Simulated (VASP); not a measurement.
# Ir (Immm) in VASP: notebook

Runs on Ir. Level: PBE. Tasks: single point.

Program: VASP 6.6.1. These are calculated values, not measurements. Logs are shortened: lines on timing, memory, paths and dates and some standing lists are left out, and cuts for length are marked.

## (1) The cell of the first run

It takes space group Immm (No. 71, orthorhombic). Conventional cell: a = 2.593 Å, b = 2.880 Å, c = 4.451 Å, α = 90.00°, β = 90.00°, γ = 90.00°. Within 3.4 Å of Ir (site symmetry mmm) lie 12 Ir at 2.59 to 2.95 Å.

## (2) Single point, PBE (engineering shear strain xy -0.1050, normal strain along z +0.1500)

INCAR reads:

```
PREC = Accurate ; ENCUT = 520
EDIFF = 1E-6 ; ISMEAR = 0
SIGMA = 0.15 ; LREAL = F
LASPH = T ; NELM = 100
ALGO = Fast ; ISIF = 2
LWAVE = F ; LCHARG = F
GGA = PE ; NBANDS = 10
```

KPOINTS reads:

```
regular mesh
0
Gamma
  20 20 20
```

POSCAR reads:

```
Ir
1.0
   -0.1015970341      1.9351816027      2.2254588431
    1.9351816027     -0.1015970341      2.2254588431
    1.8335845686      1.8335845686      0.0000000000
Ir
1
Direct
    0.0000000000      0.0000000000      0.0000000000
```

Potentials or basis: VASP PAW PBE potentials, release 64 (Ir).

Run with:

```sh
$ cat potpaw_PBE.64/Ir/POTCAR > POTCAR
$ mpirun -np 1 vasp_std > vasp.out
```

OUTCAR:

```text
PREC = Accurate
   ENCUT = 520
   EDIFF = 1E-6
   ISMEAR = 0
   LREAL = F
   LASPH = T
   NELM = 100
   ISIF = 2
   GGA = PE

 ion  position               nearest neighbor table
   1  0.000  0.000  0.000-

  LATTYP: Found a body centered orthorhombic cell.
 ALAT       =     2.5930801647
 B/A-ratio  =     1.1108179419
 C/A-ratio  =     1.7164597327

  Lattice vectors:

 A1 = (  -1.9351816027,   0.1015970341,   2.2254588431)
 A2 = (   1.9351816027,  -0.1015970341,   2.2254588431)
 A3 = (  -0.1015970341,   1.9351816027,  -2.2254588431)

Analysis of symmetry for initial positions (statically):
=====================================================================
 Subroutine PRICEL returns:
 Original cell was already a primitive cell.

 Routine SETGRP: Setting up the symmetry group for a
 body centered orthorhombic supercell.

 Subroutine GETGRP returns: Found  8 space group operations
 (whereof  8 operations were pure point group operations)
 out of a pool of  8 trial point group operations.

The static configuration has the point symmetry D_2h.

Analysis of symmetry for dynamics (positions and initial velocities):
=====================================================================
 Subroutine PRICEL returns:
 Original cell was already a primitive cell.

 Routine SETGRP: Setting up the symmetry group for a
 body centered orthorhombic supercell.

 Subroutine GETGRP returns: Found  8 space group operations
 (whereof  8 operations were pure point group operations)
 out of a pool of  8 trial point group operations.

The dynamic configuration has the point symmetry D_2h.

 Subroutine INISYM returns: Found  8 space group operations
 (whereof  8 operations are pure point group operations),
 and found     1 'primitive' translations

----------------------------------------------------------------------------------------

                                     Primitive cell

  volume of cell :      16.6224

  direct lattice vectors                    reciprocal lattice vectors
    -0.101597034  1.935181603  2.225458843    -0.245485686  0.245485686  0.224672769
     1.935181603 -0.101597034  2.225458843     0.245485686 -0.245485686  0.224672769
     1.833584569  1.833584569  0.000000000     0.272689904  0.272689904 -0.224672769

  length of vectors
     2.950917968  2.950917968  2.593080165     0.413526658  0.413526658  0.446315382

  position of ions in fractional coordinates (direct lattice)
     0.000000000  0.000000000  0.000000000

  ion indices of the primitive-cell ions
   primitive index   ion index
                 1           1

----------------------------------------------------------------------------------------

 KPOINTS: regular mesh

Automatic generation of k-mesh.
 Grid dimensions read from file:
 generate k-points for:   20   20   20

 Generating k-lattice:

  Cartesian coordinates                     Fractional coordinates (reciprocal lattice)
    -0.012274284  0.012274284  0.011233638     0.050000000  0.000000000  0.000000000
     0.012274284 -0.012274284  0.011233638     0.000000000  0.050000000  0.000000000
     0.013634495  0.013634495 -0.011233638     0.000000000  0.000000000  0.050000000

  Length of vectors
     0.020676333  0.020676333  0.022315769

  Shift w.r.t. Gamma in fractional coordinates (k-lattice)
     0.000000000  0.000000000  0.000000000

 Subroutine IBZKPT returns following result:
 ===========================================

 Found   1166 irreducible k-points:

 Following reciprocal coordinates:
            Coordinates               Weight
  0.000000  0.000000  0.000000      1.000000
  0.050000 -0.000000  0.000000      4.000000
  0.100000 -0.000000  0.000000      4.000000
  0.150000  0.000000  0.000000      4.000000
  0.200000 -0.000000  0.000000      4.000000
  0.250000 -0.000000  0.000000      4.000000
[... 16 lines left out ...]
 -0.400000  0.050000  0.000000      4.000000
 -0.350000  0.050000  0.000000      4.000000
 [... further k-points ...]
   k-points           NKPTS =   1166   k-points in BZ     NKDIM =   1166   number of bands    NBANDS=     10
   number of dos      NEDOS =    301   number of ions     NIONS =      1
   total plane-waves  NPLWV =  11520
   dimension x,y,z NGX =    24 NGY =   24 NGZ =   20
   dimension x,y,z NGXF=    48 NGYF=   48 NGZF=   40
   ions per type =               1
   NGX,Y,Z   is equivalent  to a cutoff of  13.52, 13.52, 12.82 a.u.
   NGXF,Y,Z  is equivalent  to a cutoff of  27.04, 27.04, 25.64 a.u.
 SYSTEM =  unknown system
   PREC   = accura    normal or accurate (medium, high low for compatibility)
   ISTART =      0    job   : 0-new  1-cont  2-samecut
   ICHARG =      2    charge: 1-file 2-atom 10-const
   ISPIN  =      1    spin polarized calculation?
   LNONCOLLINEAR =      F non collinear calculations
   LSORBIT =      F    spin-orbit coupling
   LASPH  =      T    aspherical Exc in radial PAW
   ENCUT  =  520.0 eV  38.22 Ry    6.18 a.u.   5.49  5.49  4.82*2*pi/ulx,y,z
   NELM   =    100;   NELMIN=  2; NELMDL= -5     # of ELM steps
   EDIFF  = 0.1E-05   stopping-criterion for ELM
   LREAL  =      F    real-space projection
   EDIFFG = 0.1E-04   stopping-criterion for IOM
   NSW    =      0    number of steps for IOM
   IBRION =     -1    ionic relax: 0-MD 1-quasi-New 2-CG
   NFREE  =      0    steps in history (QN), initial steepest desc. (CG)
   ISIF   =      2    stress and relaxation
   ISYM   =      2    0-nonsym 1-usesym 2-fastsym
   POTIM  = 0.5000    time-step for ionic-motion
   TEBEG  =    0.0;   TEEND  =   0.0 temperature during run
   PSTRESS=    0.0 pullay stress
   NELECT =       9.0000    total number of electrons
   NUPDOWN=      -1.0000    fix difference up-down
   EMIN   =  10.00;   EMAX   =-10.00  energy-range for DOS
   EFERMI =   0.00;   METHOD = LEGACY
   ISMEAR =     0;   SIGMA  =   0.15  broadening in eV -4-tet -1-fermi 0-gaus
   EFERMI_NEDOS =   21; number of points for ismear=-14 and -15
   IALGO  =     68    algorithm
   IMIX   =      4    mixing-type and parameters
     AMIX     =   0.40;   BMIX     =  1.00
     AMIX_MAG =   1.60;   BMIX_MAG =  1.00
  volume/ion in A,a.u.               =      16.62       112.17
  Fermi-wavevector in a.u.,A,eV,Ry     =   1.334312  2.521485 24.223674  1.780390
  Thomas-Fermi vector in A             =   2.463104
   LORBIT       =      0    0 simple, 1 ext, 2 COOP (PROOUT), +10 PAW based schemes
   GGA     = PE    functional components
   LHFCALC =     F    Hartree Fock is set to
   AEXX    =    0.0000 exact exchange contribution
   IVDW    =     0    specifies the selected vdW correction
   LEPSILON=     F    determine dielectric tensor
   LRPA    =     F    only Hartree local field effects (RPA)
 non-spin polarized calculation
 RMM-DIIS sequential band-by-band and
 Gauss-broadening in eV      SIGMA  =   0.15
  energy-cutoff  :      520.00
  volume of cell :       16.62
 maximum number of plane-waves:       463
 NGX is ok and might be reduce to    24
   NGX = 11   NGY = 11   NGZ =  9

 number of electron       9.0000000 magnetization

 Free energy of the ion-electron system (eV)
  ---------------------------------------------------
  ext. energy  EPLUGINS =         0.00000000
  ---------------------------------------------------
  free energy    TOTEN  =        -8.33468180 eV

  energy without entropy =       -8.31759198  energy(sigma->0) =       -8.32613689

 E-fermi :   7.7910     XC(G=0): -13.0235

 val. band max:        7.7875602819   @ k =  -0.1500   0.0000   0.1500
 cond. band min:       7.7911004027   @ k =  -0.2000   0.1500   0.1000
 fundamental gap:      0.0035401208
 Fermi energy:         7.7909705585

 k-point     1 :       0.0000    0.0000    0.0000
  band No.  band energies     occupation
      1      -1.6426      2.00000
      2       3.5084      2.00000
      3       4.7966      2.00000
      4       5.9369      2.00000
      5       6.1812      2.00000
      6       7.8900      0.35050
      7      22.3088      0.00000
      8      25.3139      0.00000
      9      26.3122      0.00000
     10      30.1135      0.00000

 k-point     2 :       0.0500   -0.0000    0.0000
  band No.  band energies     occupation
      1      -1.5576      2.00000
      2       3.5151      2.00000
      3       4.7748      2.00000
      4       5.9481      2.00000
      5       6.2114      2.00000
      6       7.8673      0.47172
      7      22.4176      0.00000
      8      25.3004      0.00000
      9      25.9852      0.00000
     10      30.2311      0.00000

 k-point     3 :       0.1000   -0.0000    0.0000
  band No.  band energies     occupation
      1      -1.3085      2.00000
      2       3.5333      2.00000
      3       4.7029      2.00000
      4       6.0047      2.00000
      5       6.2955      2.00000
      6       7.8078      0.87416
      7      22.6660      0.00000
      8      24.6289      0.00000
      9      25.9710      0.00000
     10      30.5703      0.00000

 k-point     4 :       0.1500    0.0000    0.0000
  band No.  band energies     occupation
      1      -0.9161      2.00000
      2       3.5629      2.00000
      3       4.5768      2.00000
      4       6.1522      2.00000
      5       6.4112      2.00000
      6       7.7384      1.37955
      7      22.5524      0.00000
      8      23.8117      0.00000
      9      26.4557      0.00000
     10      31.0714      0.00000
[... 222 lines left out ...]
 k-point    22 :      -0.4500    0.0500    0.0000
  band No.  band energies     occupation
      1       1.1476      2.00000
      2       3.4477      2.00000
      3       6.3148      2.00000
      4       6.6454      2.00000
      5       8.4657      0.00000
      6       8.7992      0.00000
      7      13.0401      0.00000
      8      20.9565      0.00000
      9      26.3388      0.00000
     10      29.5862      0.00000

 k-point    23 :      -0.4000    0.0500    0.0000
  band No.  band energies     occupation
      1       1.1148      2.00000
      2       3.4976      2.00000
      3       6.0532      2.00000
      4       6.3495      2.00000
      5       8.3049      0.00000
      6       8.5182      0.00000
      7      14.0886      0.00000
      8      21.2175      0.00000
      9      26.5587      0.00000
     10      30.1745      0.00000

 k-point    24 :      -0.3500    0.0500    0.0000
  band No.  band energies     occupation
      1       1.0092      2.00000
      2       3.5811      2.00000
      3       5.2738      2.00000
      4       6.4191      2.00000
      5       8.0802      0.00640
      6       8.1190      0.00198
      7      15.5998      0.00000
      8      21.6994      0.00000
      9      27.0520      0.00000
     10      30.8314      0.00000

 [... further k-points ...]
[... 5 lines left out ...]
  --------------------------------------------------------------------------------------
  -------------------------------------------------------------------------------------
  Total       -1.5301609     -1.5301609     -4.8727831      2.1323369      0.0000000      0.0000000
  in kB     -147.4868609   -147.4868609   -469.6705410    205.5285104      0.0000000      0.0000000
  external PRESSURE =    -254.8814209 kB  Pullay stress =       0.0000000 kB

 VOLUME and BASIS-vectors are now :
 -----------------------------------------------------------------------------
  energy-cutoff  :      520.00
  volume of cell :       16.62
      direct lattice vectors                 reciprocal lattice vectors
    -0.101597034  1.935181603  2.225458843    -0.245485686  0.245485686  0.224672769
     1.935181603 -0.101597034  2.225458843     0.245485686 -0.245485686  0.224672769
     1.833584569  1.833584569  0.000000000     0.272689904  0.272689904 -0.224672769

 POSITION                                       TOTAL-FORCE (eV/Angst)
 -----------------------------------------------------------------------------------
      0.00000      0.00000      0.00000        -0.000000      0.000000      0.000000
 -----------------------------------------------------------------------------------
    total drift:                               -0.000000      0.000000      0.000000

  FREE ENERGIE OF THE ION-ELECTRON SYSTEM (eV)
  ---------------------------------------------------
  free  energy   TOTEN  =        -8.3346818046 eV

  energy  without entropy=       -8.3175919790  energy(sigma->0) =       -8.32613689
```

Run time: 2.3 min. Hardware: 1 thread of Intel Xeon Platinum 8259CL at 2.50GHz (Skylake/Cascade Lake), shared host; peak memory 0.31 GiB.

Results:

| Property | Result |
| --- | --- |
| Free energy | -8.3347 eV |
| Pressure | -25.5 GPa |
| Band gap on the k mesh | zero (an odd number of electrons rules out a gap without spin polarisation) |

Caveat: the cell differs from its parent crystal (engineering shear strain xy -0.1050, normal strain along z +0.1500); the cell stands under tension; spin-orbit coupling is left out, which moves the levels of the heavy elements.

(Part 1 of 2 ends here.)
